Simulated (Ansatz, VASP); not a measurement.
# Two plane-wave programs on AlBiP2S7

Contents of POSCAR:

```
AlBiP2S7
1.0
    4.2267100000      4.6989650000      0.0000000000
    4.2267100000     -4.6989650000      0.0000000000
    0.8757030000      0.0000000000     -6.5876770000
Bi Al P S
1 1 2 7
Direct
    0.8971600000      0.1028400000      0.0000000000
    0.4883700000      0.5116300000      0.5000000000
    0.9400700000      0.6611300000      0.5753000000
    0.3388700000      0.0599300000      0.4247000000
    0.6758700000      0.6428900000      0.7663000000
    0.3571100000      0.3241300000      0.2337000000
    0.8438700000      0.5239300000      0.3352000000
    0.4760700000      0.1561300000      0.6648000000
    0.1743800000      0.5494200000      0.7166000000
    0.4505800000      0.8256200000      0.2834000000
    0.0073000000      0.9927000000      0.5000000000
```

File INCAR.step1:

```
SYSTEM = AlBiP2S7
PREC     = Accurate       ! precision mode
ENCUT    = 520            ! plane-wave cutoff, eV
ISMEAR   = -1             ! smearing method
SIGMA    = 0.1            ! smearing width, eV
LREAL    = .FALSE.        ! projectors in reciprocal space
LASPH    = .TRUE.         ! aspherical terms in the spheres
NELM     = 60             ! most SCF steps
NBANDS   = 46             ! bands
GGA      = PE             ! functional
ALGO     = Normal         ! electronic algorithm
EDIFF    = 1E-4           ! SCF threshold, eV
LWAVE    = .TRUE.         ! write WAVECAR
LCHARG   = .FALSE.        ! write CHGCAR
```

The input INCAR.step2:

```
SYSTEM = AlBiP2S7
PREC     = Accurate       ! precision mode
ENCUT    = 520            ! plane-wave cutoff, eV
EDIFF    = 1E-6           ! SCF threshold, eV
ISMEAR   = -1             ! smearing method
SIGMA    = 0.1            ! smearing width, eV
LREAL    = .FALSE.        ! projectors in reciprocal space
LASPH    = .TRUE.         ! aspherical terms in the spheres
NELM     = 60             ! most SCF steps
ALGO     = Normal         ! electronic algorithm
ISIF     = 2              ! what is computed and relaxed
LWAVE    = .FALSE.        ! write WAVECAR
LCHARG   = .TRUE.         ! write CHGCAR
METAGGA  = R2SCAN         ! meta-GGA
LMIXTAU  = .TRUE.       
LELF     = .TRUE.         ! ELF
LVHAR    = .TRUE.       
NBANDS   = 46             ! bands
ISTART   = 1
```

Contents of KPOINTS:

```
regular mesh
0
G
  5 5 5
  0 0 0
```

Input for Ansatz:

```yaml
crystal:
  lattice:
    - [4.22671, 4.698965, 0.0]
    - [4.22671, -4.698965, 0.0]
    - [0.875703, 0.0, -6.587677]
  atoms:
    - { symbol: Bi, position: [0.89716, 0.10284, 0.0] }
    - { symbol: Al, position: [0.48837, 0.51163, 0.5] }
    - { symbol: P, position: [0.94007, 0.66113, 0.5753] }
    - { symbol: P, position: [0.33887, 0.05993, 0.4247] }
    - { symbol: S, position: [0.67587, 0.64289, 0.7663] }
    - { symbol: S, position: [0.35711, 0.32413, 0.2337] }
    - { symbol: S, position: [0.84387, 0.52393, 0.3352] }
    - { symbol: S, position: [0.47607, 0.15613, 0.6648] }
    - { symbol: S, position: [0.17438, 0.54942, 0.7166] }
    - { symbol: S, position: [0.45058, 0.82562, 0.2834] }
    - { symbol: S, position: [0.0073, 0.9927, 0.5] }
  symmetry: { tolerance: 0.0003 }
kpoints:
  mp_grid: { grid: [5, 5, 5], shift: [0, 0, 0] }
  band_path:
    path:
      - [0.0, 0.0, 0.0]
      - [0.5, -0.5, 0.0]
      - [0.5, -0.5, -0.5]
      - [0.0, 0.0, -0.5]
      - [0.0, 0.0, 0.0]
      - [0.0, -0.5, -0.5]
      - [0.0, 0.0, 0.0]
      - [0.0, -0.5, 0.0]
    npoints: 8
magnetization:
  spin_polarized: false
scf:
  occupations: { method: fermi_dirac }
  lower_state_search: "off"
  max_iter: 200
hamiltonian:
  pseudopotentials: { kind: paw }
  xc: r2scan
basis:
  ecutwfc: 500
  fft_grid_basis: typed
output:
  forces: true
  stress: true
  eigenvalues: true
  populations: true
  elf: true
  write_potential: true
  volumetric_format: npy
  dos:
    e_range: [-12, 8]
    de: 0.05
    projected: { site_lists: { Al: [Al], Bi: [Bi], P: [P], S: [S] } }
checkpoint:
  read: saved_state
```

Alike in both runs: task single point; functional r2SCAN; k mesh 5 × 5 × 5; no spin polarisation.

```csv
,VASP,Ansatz
version,VASP 6.6.1,Ansatz 0.2.0
potentials or method,"VASP PAW PBE potentials, release 64 (Bi_d, Al, P, S), cutoff 520 eV",PAW plane waves
occupations,"fermi-dirac, width 0.1 eV",fermi-dirac
valence electrons in the cell,70,70
```

```csv
,VASP,Ansatz,Ansatz less VASP
pressure (GPa),2.0,2.5,+0.48
"traceless stress, the component that is largest in VASP (GPa)",1.87,1.88,+0.010
rms of the force components (eV/Å),0.425,0.473,+0.0475
```

VASP's potentials were made for PBE, not for r2SCAN. Atom by atom the forces differ by 0.058 eV/Å (rms over components).

Neither program's run includes spin-orbit coupling.
